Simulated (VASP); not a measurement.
Runs of VASP 6.6.1 on TaWC2. The structure is that of space group R-3m (No. 166), or close to it. The cells are those of the table. 

```csv
task,level,potentials or basis,U,cell,cutoff (eV),gap on the mesh (eV),pressure (GPa),largest force (eV/Å)
single point,LDA,"VASP PAW LDA potentials, release 64 (W_sv, Ta_pv, C)",-,"a = 5.304 Å, angles 33.8°, 4 atoms",520,none,7.6,0.10
single point,LDA,"VASP PAW LDA potentials, release 64 (W_sv, Ta_pv, C)",-,"a = 5.379 Å, angles 33.8°, 4 atoms",520,none,-8.2,0.09
single point,LDA+U,"VASP PAW LDA potentials, release 64 (W_sv, Ta_pv, C)","Ta d U = 5.0 eV, W d U = 5.0 eV","a = 5.415 Å, angles 33.8°, 4 atoms",520,none,-2.9,0.08
single point,PBEsol+U,"VASP PAW PBE potentials, release 64 (W_sv, Ta_pv, C)","Ta d U = 6.0 eV, W d U = 6.0 eV","a = 5.415 Å, angles 33.8°, 4 atoms",520,none,4.9,0.07
single point,LDA,"VASP PAW LDA potentials, release 64 (W_sv, Ta_pv, C)",-,"a = 5.342 Å, angles 33.8°, 4 atoms",520,none,-0.7,0.09
single point,LDA,"VASP PAW LDA potentials, release 64 (W_sv, Ta_pv, C)",-,"a = 5.415 Å, angles 33.8°, 4 atoms",520,none,(b),0.08
relaxation of cell and atoms,PBEsol+U,"VASP PAW PBE potentials, release 64 (W_sv, Ta_pv, C)","Ta d U = 6.0 eV, W d U = 6.0 eV","relaxed from a = 5.415 Å, angles 33.8°, 4 atoms",600,-,0.0,-
single point,LDA,"VASP PAW LDA potentials, release 64 (W_sv, Ta_pv, C)",-,"a = 5.451 Å, angles 33.8°, 4 atoms",520,none,(a),0.08
```

Alike in all rows: no spin polarisation; k mesh 10 × 10 × 10; smearing fermi-dirac 0.05 eV.

Fill in the values left out.

(a) -20.9; (b) -14.9.

Caveats: spin-orbit coupling is left out, which moves the levels of the heavy elements; the cell stands under tension (at least some runs); the U is typed as a test and isn't derived for this compound (at least some runs); the cell stands under pressure (at least some runs); U without spin polarisation on a metal has little footing (at least some runs); the PAW data sets were made with another functional, which shifts forces and pressure a little (at least some runs); the highest band is partly filled, so the run has too few bands (at least some runs).

A k mesh can miss the band edges, and the runs leave out spin-orbit coupling on Ta, W.

A gap of «none» marks levels without a gap at the run's occupations.
